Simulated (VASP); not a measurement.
# KF (Fm-3m) in VASP: a series of runs

Aim: see how the results for KF move with the level of theory and the settings. Levels: PBE, LDA. Tasks: single point.

All numbers are computed with VASP 6.6.1; they aren't measurements. Logs are shortened: lines on timing, memory, paths and dates and some standing lists are left out, and cuts for length are marked.

**1. The cell of the first run**

It takes space group Fm-3m (No. 225, cubic). The conventional cell has a = 5.318 Å, b = 5.318 Å, c = 5.318 Å, α = 90.00°, β = 90.00°, γ = 90.00°. Within 3.5 Å of K (site symmetry m-3m) lie 6 F at 2.66 Å. F (site symmetry m-3m) has 6 K at 2.66 Å within 3.5 Å.

**2. Single point, PBE**

File INCAR:

```
PREC = Accurate
ENCUT = 520
EDIFF = 1E-6
ISMEAR = 0
SIGMA = 0.01
LREAL = F
LASPH = T
NELM = 100
ALGO = Normal
ISIF = 2
LWAVE = F
LCHARG = F
GGA = PE
NBANDS = 15
```

File KPOINTS:

```
Automatic mesh
0
Gamma
  4 4 4
```

File POSCAR:

```
KF
1.0
    0.0000000000      2.6589605554      2.6589605554
    2.6589605554      0.0000000000      2.6589605554
    2.6589605554      2.6589605554      0.0000000000
K F
1 1
Direct
    0.0000000000      0.0000000000      0.0000000000
    0.5000000000      0.5000000000      0.5000000000
```

Potentials or basis: VASP PAW PBE potentials, release 64 (K_sv, F).

The run is started by

```
$ cat potpaw_PBE.64/K_sv/POTCAR potpaw_PBE.64/F/POTCAR > POTCAR
$ mpirun -np 1 vasp_std > vasp.out
```

OUTCAR:

```text
PREC = Accurate
   ENCUT = 520
   EDIFF = 1E-6
   ISMEAR = 0
   LREAL = F
   LASPH = T
   NELM = 100
   ISIF = 2
   GGA = PE

 ion  position               nearest neighbor table
   1  0.000  0.000  0.000-   2 2.66   2 2.66   2 2.66   2 2.66   2 2.66   2 2.66
   2  0.500  0.500  0.500-   1 2.66   1 2.66   1 2.66   1 2.66   1 2.66   1 2.66

  LATTYP: Found a face centered cubic cell.
 ALAT       =     5.3179211108

  Lattice vectors:

 A1 = (   0.0000000000,   2.6589605554,   2.6589605554)
 A2 = (   2.6589605554,   0.0000000000,   2.6589605554)
 A3 = (   2.6589605554,   2.6589605554,   0.0000000000)

Analysis of symmetry for initial positions (statically):
=====================================================================
 Subroutine PRICEL returns:
 Original cell was already a primitive cell.

 Routine SETGRP: Setting up the symmetry group for a
 face centered cubic supercell.

 Subroutine GETGRP returns: Found 48 space group operations
 (whereof 48 operations were pure point group operations)
 out of a pool of 48 trial point group operations.

The static configuration has the point symmetry O_h .

Analysis of symmetry for dynamics (positions and initial velocities):
=====================================================================
 Subroutine PRICEL returns:
 Original cell was already a primitive cell.

 Routine SETGRP: Setting up the symmetry group for a
 face centered cubic supercell.

 Subroutine GETGRP returns: Found 48 space group operations
 (whereof 48 operations were pure point group operations)
 out of a pool of 48 trial point group operations.

The dynamic configuration has the point symmetry O_h .

 Subroutine INISYM returns: Found 48 space group operations
 (whereof 48 operations are pure point group operations),
 and found     1 'primitive' translations

----------------------------------------------------------------------------------------

                                     Primitive cell

  volume of cell :      37.5981

  direct lattice vectors                    reciprocal lattice vectors
     0.000000000  2.658960555  2.658960555    -0.188043406  0.188043406  0.188043406
     2.658960555  0.000000000  2.658960555     0.188043406 -0.188043406  0.188043406
     2.658960555  2.658960555  0.000000000     0.188043406  0.188043406 -0.188043406

  length of vectors
     3.760338079  3.760338079  3.760338079     0.325700734  0.325700734  0.325700734

  position of ions in fractional coordinates (direct lattice)
     0.000000000  0.000000000  0.000000000
     0.500000000  0.500000000  0.500000000

  ion indices of the primitive-cell ions
   primitive index   ion index
                 1           1
                 2           2

----------------------------------------------------------------------------------------

 KPOINTS: Automatic mesh

Automatic generation of k-mesh.
 Grid dimensions read from file:
 generate k-points for:    4    4    4

 Generating k-lattice:

  Cartesian coordinates                     Fractional coordinates (reciprocal lattice)
    -0.047010852  0.047010852  0.047010852     0.250000000  0.000000000  0.000000000
     0.047010852 -0.047010852  0.047010852     0.000000000  0.250000000  0.000000000
     0.047010852  0.047010852 -0.047010852     0.000000000  0.000000000  0.250000000

  Length of vectors
     0.081425183  0.081425183  0.081425183

  Shift w.r.t. Gamma in fractional coordinates (k-lattice)
     0.000000000  0.000000000  0.000000000

 Subroutine IBZKPT returns following result:
 ===========================================

 Found      8 irreducible k-points:

 Following reciprocal coordinates:
            Coordinates               Weight
  0.000000  0.000000  0.000000      1.000000
  0.250000  0.000000  0.000000      8.000000
  0.500000  0.000000  0.000000      4.000000
  0.250000  0.250000  0.000000      6.000000
  0.500000  0.250000  0.000000     24.000000
 -0.250000  0.250000  0.000000     12.000000
  0.500000  0.500000  0.000000      3.000000
 -0.250000  0.500000  0.250000      6.000000
   k-points           NKPTS =      8   k-points in BZ     NKDIM =      8   number of bands    NBANDS=     15
   number of dos      NEDOS =    301   number of ions     NIONS =      2
   total plane-waves  NPLWV =  21952
   dimension x,y,z NGX =    28 NGY =   28 NGZ =   28
   dimension x,y,z NGXF=    56 NGYF=   56 NGZF=   56
   ions per type =               1   1
   NGX,Y,Z   is equivalent  to a cutoff of  12.38, 12.38, 12.38 a.u.
   NGXF,Y,Z  is equivalent  to a cutoff of  24.76, 24.76, 24.76 a.u.
 SYSTEM =  unknown system
   PREC   = accura    normal or accurate (medium, high low for compatibility)
   ISTART =      0    job   : 0-new  1-cont  2-samecut
   ICHARG =      2    charge: 1-file 2-atom 10-const
   ISPIN  =      1    spin polarized calculation?
   LNONCOLLINEAR =      F non collinear calculations
   LSORBIT =      F    spin-orbit coupling
   LASPH  =      T    aspherical Exc in radial PAW
   ENCUT  =  520.0 eV  38.22 Ry    6.18 a.u.   6.99  6.99  6.99*2*pi/ulx,y,z
   NELM   =    100;   NELMIN=  2; NELMDL= -5     # of ELM steps
   EDIFF  = 0.1E-05   stopping-criterion for ELM
   LREAL  =      F    real-space projection
   EDIFFG = 0.1E-04   stopping-criterion for IOM
   NSW    =      0    number of steps for IOM
   IBRION =     -1    ionic relax: 0-MD 1-quasi-New 2-CG
   NFREE  =      0    steps in history (QN), initial steepest desc. (CG)
   ISIF   =      2    stress and relaxation
   ISYM   =      2    0-nonsym 1-usesym 2-fastsym
   POTIM  = 0.5000    time-step for ionic-motion
   TEBEG  =    0.0;   TEEND  =   0.0 temperature during run
   PSTRESS=    0.0 pullay stress
   NELECT =      16.0000    total number of electrons
   NUPDOWN=      -1.0000    fix difference up-down
   EMIN   =  10.00;   EMAX   =-10.00  energy-range for DOS
   EFERMI =   0.00;   METHOD = LEGACY
   ISMEAR =     0;   SIGMA  =   0.01  broadening in eV -4-tet -1-fermi 0-gaus
   EFERMI_NEDOS =   21; number of points for ismear=-14 and -15
   IALGO  =     38    algorithm
   IMIX   =      4    mixing-type and parameters
     AMIX     =   0.40;   BMIX     =  1.00
     AMIX_MAG =   1.60;   BMIX_MAG =  1.00
  volume/ion in A,a.u.               =      18.80       126.86
  Fermi-wavevector in a.u.,A,eV,Ry     =   1.231382  2.326975 20.630549  1.516303
  Thomas-Fermi vector in A             =   2.366194
   LORBIT       =      0    0 simple, 1 ext, 2 COOP (PROOUT), +10 PAW based schemes
   GGA     = PE    functional components
   LHFCALC =     F    Hartree Fock is set to
   AEXX    =    0.0000 exact exchange contribution
   IVDW    =     0    specifies the selected vdW correction
   LEPSILON=     F    determine dielectric tensor
   LRPA    =     F    only Hartree local field effects (RPA)
 non-spin polarized calculation
 Gauss-broadening in eV      SIGMA  =   0.01
  energy-cutoff  :      520.00
  volume of cell :       37.60
 maximum number of plane-waves:      1036
   NGX = 13   NGY = 13   NGZ = 13

 number of electron      16.0000010 magnetization

 Free energy of the ion-electron system (eV)
  ---------------------------------------------------
  ext. energy  EPLUGINS =         0.00000000
  ---------------------------------------------------
  free energy    TOTEN  =        -8.28358682 eV

  energy without entropy =       -8.28358682  energy(sigma->0) =       -8.28358682

 E-fermi :  -2.6293     XC(G=0):  -8.4697

 val. band max:       -2.7649485160   @ k =   0.0000   0.0000   0.0000
 cond. band min:       3.4771930656   @ k =   0.0000   0.0000   0.0000
 fundamental gap:      6.2421415816
 Fermi energy:        -2.6292555989

 k-point     1 :       0.0000    0.0000    0.0000
  band No.  band energies     occupation
      1     -28.8630      2.00000
      2     -21.4288      2.00000
      3     -12.1025      2.00000
      4     -12.1025      2.00000
      5     -12.1025      2.00000
      6      -2.7650      2.00000
      7      -2.7649      2.00000
      8      -2.7649      2.00000
      9       3.4772      0.00000
     10       7.9543      0.00000
     11       7.9543      0.00000
     12       7.9543      0.00000
     13       9.6455      0.00000
     14       9.6455      0.00000
     15      14.2711      0.00000

 k-point     2 :       0.2500    0.0000    0.0000
  band No.  band energies     occupation
      1     -28.8126      2.00000
      2     -21.4764      2.00000
      3     -12.2452      2.00000
      4     -12.1215      2.00000
      5     -12.1215      2.00000
      6      -3.2111      2.00000
      7      -2.9482      2.00000
      8      -2.9482      2.00000
      9       5.0050      0.00000
     10       7.3710      0.00000
     11       8.6949      0.00000
     12       8.6949      0.00000
     13      10.2520      0.00000
     14      10.2520      0.00000
     15      16.0402      0.00000

 k-point     3 :       0.5000    0.0000    0.0000
  band No.  band energies     occupation
      1     -28.7614      2.00000
      2     -21.5246      2.00000
      3     -12.3849      2.00000
      4     -12.1400      2.00000
      5     -12.1400      2.00000
      6      -3.5734      2.00000
      7      -3.1237      2.00000
      8      -3.1237      2.00000
      9       6.3640      0.00000
     10       7.9497      0.00000
     11       9.3758      0.00000
     12       9.3758      0.00000
     13      11.6318      0.00000
     14      11.6318      0.00000
     15      13.5336      0.00000
[... 55 lines left out ...]
 k-point     7 :       0.5000    0.5000    0.0000
  band No.  band energies     occupation
      1     -28.7395      2.00000
      2     -21.4489      2.00000
      3     -12.6854      2.00000
      4     -12.3230      2.00000
      5     -12.3230      2.00000
      6      -2.9702      2.00000
      7      -2.8189      2.00000
      8      -2.8189      2.00000
      9       5.4472      0.00000
     10       7.6194      0.00000
     11       9.1638      0.00000
     12      10.9244      0.00000
     13      11.5532      0.00000
     14      11.5532      0.00000
     15      13.2324      0.00000

 k-point     8 :      -0.2500    0.5000    0.2500
  band No.  band energies     occupation
      1     -28.7364      2.00000
      2     -21.4758      2.00000
      3     -12.5066      2.00000
      4     -12.5066      2.00000
      5     -12.1920      2.00000
      6      -3.1799      2.00000
      7      -2.9253      2.00000
      8      -2.9253      2.00000
      9       7.0171      0.00000
     10       7.0171      0.00000
     11       8.5156      0.00000
     12      10.7500      0.00000
     13      11.5625      0.00000
     14      12.3042      0.00000
     15      13.5083      0.00000

------------------------ aborting loop because EDIFF is reached ----------------------------------------

  FORCE on cell =-STRESS in cart. coord.  units (eV):
  Direction    XX          YY          ZZ          XY          YZ          ZX
  --------------------------------------------------------------------------------------
  -------------------------------------------------------------------------------------
  Total        0.4602042      0.4602042      0.4602042      0.0000000      0.0000000      0.0000000
  in kB       19.6108077     19.6108077     19.6108077      0.0000000      0.0000000      0.0000000
  external PRESSURE =      19.6108077 kB  Pullay stress =       0.0000000 kB

 VOLUME and BASIS-vectors are now :
 -----------------------------------------------------------------------------
  energy-cutoff  :      520.00
  volume of cell :       37.60
      direct lattice vectors                 reciprocal lattice vectors
     0.000000000  2.658960555  2.658960555    -0.188043406  0.188043406  0.188043406
     2.658960555  0.000000000  2.658960555     0.188043406 -0.188043406  0.188043406
     2.658960555  2.658960555  0.000000000     0.188043406  0.188043406 -0.188043406

 POSITION                                       TOTAL-FORCE (eV/Angst)
 -----------------------------------------------------------------------------------
      0.00000      0.00000      0.00000         0.000000     -0.000000     -0.000000
      2.65896      2.65896      2.65896        -0.000000      0.000000      0.000000
 -----------------------------------------------------------------------------------
    total drift:                                0.000000      0.000000      0.000000

  FREE ENERGIE OF THE ION-ELECTRON SYSTEM (eV)
  ---------------------------------------------------
  free  energy   TOTEN  =        -8.2835868226 eV

  energy  without entropy=       -8.2835868226  energy(sigma->0) =       -8.28358682
```

Run time: 5.9 s. Hardware: 1 thread of AMD EPYC 7R13 (Zen 3), shared host; peak memory 0.12 GiB.

What came out:

```
Free energy            : -8.2836 eV
Pressure               : 2.0 GPa
Band gap on the k mesh : 6.24 eV
```

Caveat: the k points lie up to 0.51 Å⁻¹ apart.

**3. Single point, LDA**

File INCAR:

```
SYSTEM = KF
PREC = Accurate
ENCUT = 520
EDIFF = 1E-6
ISMEAR = 0
SIGMA = 0.01
LREAL = .FALSE.
LASPH = .TRUE.
NELM = 60
ALGO = Normal
ISIF = 2
LWAVE = .FALSE.
LCHARG = .FALSE.
GGA = CA
NBANDS = 15
```

File KPOINTS:

```
regular mesh
0
G
  4 4 4
  0 0 0
```

POSCAR is that of step 2.

Potentials or basis: VASP PAW LDA potentials, release 64 (K_sv, F).

The run is started by

```
$ cat potpaw_LDA.64/K_sv/POTCAR potpaw_LDA.64/F/POTCAR > POTCAR
$ mpirun -np 1 vasp_std > vasp.out
```

OUTCAR:

```text
SYSTEM = KF
   PREC = Accurate
   ENCUT = 520
   EDIFF = 1E-6
   ISMEAR = 0
   LREAL = .FALSE.
   LASPH = .TRUE.
   NELM = 60
   ISIF = 2
   GGA = CA

 ion  position               nearest neighbor table
   1  0.000  0.000  0.000-   2 2.66   2 2.66   2 2.66   2 2.66   2 2.66   2 2.66
   2  0.500  0.500  0.500-   1 2.66   1 2.66   1 2.66   1 2.66   1 2.66   1 2.66

  LATTYP: Found a face centered cubic cell.
 ALAT       =     5.3179211108

  Lattice vectors:

 A1 = (   0.0000000000,   2.6589605554,   2.6589605554)
 A2 = (   2.6589605554,   0.0000000000,   2.6589605554)
 A3 = (   2.6589605554,   2.6589605554,   0.0000000000)

Analysis of symmetry for initial positions (statically):
=====================================================================
 Subroutine PRICEL returns:
 Original cell was already a primitive cell.

 Routine SETGRP: Setting up the symmetry group for a
 face centered cubic supercell.

 Subroutine GETGRP returns: Found 48 space group operations
 (whereof 48 operations were pure point group operations)
 out of a pool of 48 trial point group operations.

The static configuration has the point symmetry O_h .

Analysis of symmetry for dynamics (positions and initial velocities):
=====================================================================
 Subroutine PRICEL returns:
 Original cell was already a primitive cell.

 Routine SETGRP: Setting up the symmetry group for a
 face centered cubic supercell.

 Subroutine GETGRP returns: Found 48 space group operations
 (whereof 48 operations were pure point group operations)
 out of a pool of 48 trial point group operations.

The dynamic configuration has the point symmetry O_h .

 Subroutine INISYM returns: Found 48 space group operations
 (whereof 48 operations are pure point group operations),
 and found     1 'primitive' translations

----------------------------------------------------------------------------------------

                                     Primitive cell

  volume of cell :      37.5981

  direct lattice vectors                    reciprocal lattice vectors
     0.000000000  2.658960555  2.658960555    -0.188043406  0.188043406  0.188043406
[... 102 lines left out ...]
  energy-cutoff  :      520.00
  volume of cell :       37.60
 maximum number of plane-waves:      1036
   NGX = 13   NGY = 13   NGZ = 13

 number of electron      16.0000010 magnetization

 Free energy of the ion-electron system (eV)
  ---------------------------------------------------
  ext. energy  EPLUGINS =         0.00000000
  ---------------------------------------------------
  free energy    TOTEN  =        -9.04452346 eV

  energy without entropy =       -9.04452346  energy(sigma->0) =       -9.04452346

 E-fermi :  -3.0475     XC(G=0):  -9.1900

 val. band max:       -3.1926465525   @ k =   0.0000   0.0000   0.0000
 cond. band min:       2.6725299825   @ k =   0.0000   0.0000   0.0000
 fundamental gap:      5.8651765351
 Fermi energy:        -3.0474665636

 k-point     1 :       0.0000    0.0000    0.0000
  band No.  band energies     occupation
      1     -28.7857      2.00000
      2     -21.4166      2.00000
      3     -12.2465      2.00000
      4     -12.2465      2.00000
      5     -12.2465      2.00000
      6      -3.1926      2.00000
      7      -3.1926      2.00000
      8      -3.1926      2.00000
      9       2.6725      0.00000
     10       7.3600      0.00000
     11       7.3600      0.00000
     12       7.3600      0.00000
     13       9.1135      0.00000
     14       9.1135      0.00000
[... 113 lines left out ...]
      2     -21.4692      2.00000
      3     -12.6880      2.00000
      4     -12.6880      2.00000
      5     -12.3406      2.00000
      6      -3.6301      2.00000
      7      -3.3548      2.00000
      8      -3.3548      2.00000
      9       6.2968      0.00000
     10       6.2968      0.00000
     11       7.9468      0.00000
     12      10.1758      0.00000
     13      11.1853      0.00000
     14      11.6507      0.00000
     15      12.8631      0.00000

------------------------ aborting loop because EDIFF is reached ----------------------------------------

  FORCE on cell =-STRESS in cart. coord.  units (eV):
  Direction    XX          YY          ZZ          XY          YZ          ZX
  --------------------------------------------------------------------------------------
  -------------------------------------------------------------------------------------
  Total       -0.7067983     -0.7067983     -0.7067983     -0.0000000     -0.0000000      0.0000000
  in kB      -30.1189891    -30.1189891    -30.1189891     -0.0000000     -0.0000000      0.0000000
  external PRESSURE =     -30.1189891 kB  Pullay stress =       0.0000000 kB

 VOLUME and BASIS-vectors are now :
 -----------------------------------------------------------------------------
  energy-cutoff  :      520.00
  volume of cell :       37.60
      direct lattice vectors                 reciprocal lattice vectors
     0.000000000  2.658960555  2.658960555    -0.188043406  0.188043406  0.188043406
     2.658960555  0.000000000  2.658960555     0.188043406 -0.188043406  0.188043406
     2.658960555  2.658960555  0.000000000     0.188043406  0.188043406 -0.188043406

 POSITION                                       TOTAL-FORCE (eV/Angst)
 -----------------------------------------------------------------------------------
      0.00000      0.00000      0.00000        -0.000000     -0.000000     -0.000000
      2.65896      2.65896      2.65896         0.000000      0.000000      0.000000
 -----------------------------------------------------------------------------------
    total drift:                                0.000000      0.000000      0.000000

  FREE ENERGIE OF THE ION-ELECTRON SYSTEM (eV)
  ---------------------------------------------------
  free  energy   TOTEN  =        -9.0445234613 eV

  energy  without entropy=       -9.0445234613  energy(sigma->0) =       -9.04452346
```

OSZICAR:

```text
N       E                     dE             d eps       ncg     rms          rms(c)
DAV:   1     0.116984230672E+03    0.11698E+03   -0.79543E+03   240   0.102E+03
DAV:   2    -0.514227953292E+01   -0.12213E+03   -0.11174E+03   303   0.301E+02
DAV:   3    -0.101059457841E+02   -0.49637E+01   -0.49404E+01   310   0.538E+01
DAV:   4    -0.102430448024E+02   -0.13710E+00   -0.13707E+00   324   0.830E+00
DAV:   5    -0.102453723911E+02   -0.23276E-02   -0.23276E-02   332   0.773E-01    0.610E+00
DAV:   6    -0.912494356412E+01    0.11204E+01   -0.32236E+00   247   0.146E+01    0.414E+00
DAV:   7    -0.907222398404E+01    0.52720E-01   -0.82584E-02   268   0.220E+00    0.245E+00
DAV:   8    -0.904436605144E+01    0.27858E-01   -0.47828E-02   289   0.212E+00    0.205E-01
DAV:   9    -0.904437300987E+01   -0.69584E-05   -0.27592E-03   296   0.462E-01    0.948E-02
DAV:  10    -0.904451885704E+01   -0.14585E-03   -0.24269E-04   284   0.162E-01    0.483E-02
DAV:  11    -0.904452471991E+01   -0.58629E-05   -0.42957E-05   341   0.738E-02    0.131E-02
DAV:  12    -0.904452334622E+01    0.13737E-05   -0.52991E-06   291   0.266E-02    0.242E-03
DAV:  13    -0.904452346133E+01   -0.11510E-06   -0.33875E-07   211   0.525E-03
   1 F= -.90445235E+01 E0= -.90445235E+01  d E =-.767218E-95
```

It took 5 s on 1 thread of AMD EPYC 7R13 (Zen 3), shared host; peak memory 0.1 GiB.

Results:

```
Free energy            : -9.0445 eV
Pressure               : -3.0 GPa
Band gap on the k mesh : 5.87 eV
```

Caveat: the k points lie up to 0.51 Å⁻¹ apart.
